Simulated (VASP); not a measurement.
Here is a VASP 6.6.1 calculation.

INCAR

```
PREC     = Accurate       # precision mode
ENCUT    = 520            # plane-wave cutoff, eV
EDIFF    = 1E-6           # SCF threshold, eV
ISMEAR   = -1             # smearing method
SIGMA    = 0.1            # smearing width, eV
LREAL    = F              # projectors in reciprocal space
LASPH    = T              # aspherical terms in the spheres
NELM     = 60             # most SCF steps
ALGO     = Normal         # electronic algorithm
ISIF     = 2              # what is computed and relaxed
LWAVE    = F              # write WAVECAR
LCHARG   = T              # write CHGCAR
GGA      = CA             # functional
LELF     = T              # ELF
LVHAR    = T            
NBANDS   = 14             # bands
```

The input KPOINTS:

```
Automatic mesh
0
Gamma
  13 13 13
```

File POSCAR:

```
Re
1.0
    0.0000000000      2.8041754771      2.8041754771
    2.8041754771      0.0000000000      2.8041754771
    2.8041754771      2.8041754771      0.0000000000
Re
2
Direct
   -0.1250000000     -0.1250000000     -0.1250000000
    0.1250000000      0.1250000000      0.1250000000
```

Potentials or basis: VASP PAW LDA potentials, release 64 (Re).

The run is started by

```sh
$ cat potpaw_LDA.64/Re/POTCAR > POTCAR
$ mpirun -np 1 vasp_std > vasp.out
```

**Question.** Predict the pressure.

**Answer.** -6.1 GPa.

**Question.** What does it give for the band gap on the k mesh?

**Answer.** Zero (bands 7 and 8 overlap by 1.12 eV).

Caveat: the cell stands under tension; spin-orbit coupling is left out, which moves the levels of the heavy elements.
